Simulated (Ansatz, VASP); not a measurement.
**Two plane-wave programs on In**

File INCAR:

```
  ALGO = Normal
  EDIFF = 1E-6
  ENCUT = 520
  GGA = RE
  ISIF = 2
  ISMEAR = -1
  LASPH = True
  LCHARG = True
  LELF = True
  LREAL = False
  LVHAR = True
  LWAVE = False
  NBANDS = 20
  NELM = 80
  PREC = Accurate
  SIGMA = 0.1
```

File KPOINTS:

```
k-points
0
Gamma
  13 13 11
```

File POSCAR:

```
In
1.0
   -3.9400953902      3.9122426968      1.6127896179
    3.9122426968     -3.9400953902      1.6127896179
    2.1745545768      2.1745545768     -1.6638018769
In
2
Direct
    0.9991831451      0.0008168549      1.0000000000
    0.7508168549      0.2491831451      0.5000000000
```

Input for Ansatz:

```yaml
crystal:
  lattice:
    - [-3.9400953902, 3.9122426968, 1.6127896179]
    - [3.9122426968, -3.9400953902, 1.6127896179]
    - [2.1745545768, 2.1745545768, -1.6638018769]
  atoms:
    - { symbol: In, position: [0.9991831451, 0.0008168549, 1.0] }
    - { symbol: In, position: [0.7508168549, 0.2491831451, 0.5] }
hamiltonian:
  xc: revpbe
  pseudopotentials:
    kind: paw
    azcp:
      In: "pseudopotentials/In.paw.azcp"
basis:
  ecutwfc: 420
  fft_grid_basis: typed
kpoints:
  mp_grid: { grid: [13, 13, 11], shift: [0, 0, 0] }
magnetization:
  spin_polarized: false
scf:
  occupations: { method: fermi_dirac, width: 0.1 }
  lower_state_search: "off"
output:
  stress: true
```

Alike in both runs: task single point; functional revPBE; k mesh 13 × 13 × 11; occupations fermi-dirac, width 0.1 eV; no spin polarisation.

|  | VASP | Ansatz |
| --- | --- | --- |
| version | VASP 6.6.1 | Ansatz 0.2.0 |
| potentials or method | VASP PAW PBE potentials, release 64 (In_d), cutoff 520 eV | plane waves (420 eV) with PAW, scalar-relativistic |
| valence electrons in the cell | 26 | 26 |

```tsv
	VASP	Ansatz	Ansatz less VASP
pressure (GPa)	1.4	1.5	+0.04
traceless stress, the component that is largest in VASP (GPa)	-0.30	-0.30	0.000
```

VASP's potentials were made for PBE, not for revPBE. The functional is the same, so the differences come from potentials, cutoffs and numerics.
